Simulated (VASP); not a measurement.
The system is W.

```
CELL_PARAMETERS angstrom
-1.58480 1.58480 1.58480
1.58480 -1.58480 1.58480
1.58480 1.58480 -1.58480
ATOMIC_POSITIONS crystal
W 0.00000 0.00000 0.00000
```

Base run:

```yaml
Program: VASP 6.6.1
Functional: r2SCAN
Potentials_or_basis: VASP PAW PBE potentials, release 64 (W_sv)
Cutoff: 520 eV
k_mesh: 14 × 14 × 14
Occupations: methfessel-paxton, width 0.6 eV
Spin: no spin polarisation
```

Its results: band gap on the k mesh zero (bands 7 and 8 overlap by 6.58 eV); pressure 1.0 GPa.

**Question.** The run is repeated on the same cell with these changes: occupations from methfessel-paxton, width 0.6 eV to fermi-dirac, width 1 eV. What comes out?

**Answer.** Band gap on the k mesh zero (bands 7 and 8 overlap by 6.61 eV); pressure 15.3 GPa.

Caveats: so wide a smearing shifts energies and pressures; the PAW data sets were made with another functional, which shifts forces and pressure a little; spin-orbit coupling is left out, which moves the levels of the heavy elements; the cell stands under pressure (at least some runs).
